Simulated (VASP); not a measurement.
A run of VASP 6.6.1 is set up as follows.

The input INCAR:

```
SYSTEM = HRh6
PREC     = Accurate       ! precision mode
ENCUT    = 520            ! plane-wave cutoff, eV
EDIFF    = 1E-7           ! SCF threshold, eV
ISMEAR   = 0              ! smearing method
SIGMA    = 0.1            ! smearing width, eV
LREAL    = .False.        ! projectors in reciprocal space
LASPH    = .True.         ! aspherical terms in the spheres
NELM     = 80             ! most SCF steps
ALGO     = Normal         ! electronic algorithm
ISIF     = 2              ! what is computed and relaxed
LWAVE    = .False.        ! write WAVECAR
LCHARG   = .False.        ! write CHGCAR
LDIPOL   = .True.       
IDIPOL   = 3            
DIPOL    = 0.5 0.5 0.291
GGA      = PE             ! functional
NBANDS   = 104            ! bands
```

The input KPOINTS:

```
Automatic mesh
0
Gamma
  5 5 1
  0 0 0
```

File POSCAR:

```
HRh6
1.0
    5.4163401145      0.0000000000      0.0000000000
    0.0000000000      5.4163401145      0.0000000000
    0.0000000000      0.0000000000     21.6737367085
Rh H
12 2
Direct
    0.2500000000      0.2500000000      0.1845551625
    0.2500000000      0.7500000000      0.1845551625
    0.7500000000      0.2500000000      0.1845551625
    0.7500000000      0.7500000000      0.1845551625
    0.0000000000      0.0000000000      0.2693761947
    0.0000000000      0.5000000000      0.2693761947
    0.5000000000      0.0000000000      0.2693761947
    0.5000000000      0.5000000000      0.2693761947
    0.2500000000      0.2500000000      0.3540569313
    0.2500000000      0.7500000000      0.3540569313
    0.7500000000      0.2500000000      0.3540569313
    0.7500000000      0.7500000000      0.3540569313
    0.4399963826      0.5000000000      0.4191126261
    0.5600036174      0.5000000000      0.4191126261
```

Potentials or basis: VASP PAW PBE potentials, release 64 (Rh_pv, H).

Command:

```bash
$ cat potpaw_PBE.64/Rh_pv/POTCAR potpaw_PBE.64/H/POTCAR > POTCAR
$ mpirun -np 1 vasp_std > vasp.out
```

What does it give for the largest force?

7.026 eV/Å.

What does it give for the band gap on the k mesh?

Zero (bands 91 and 92 overlap by 0.65 eV).

Forces in eV/Å, atoms in the order of the input:
```
Rh  -0.016 -0.003  0.057
Rh  -0.016  0.003  0.057
Rh   0.016 -0.003  0.057
Rh   0.016  0.003  0.057
Rh   0.000  0.000  0.397
Rh   0.000  0.000 -0.319
Rh   0.000  0.000 -0.297
Rh   0.000  0.000 -0.206
Rh  -0.159 -0.148 -0.045
Rh  -0.159  0.148 -0.045
Rh   0.159 -0.148 -0.045
Rh   0.159  0.148 -0.045
H   -7.023  0.000  0.190
H    7.023  0.000  0.190
```
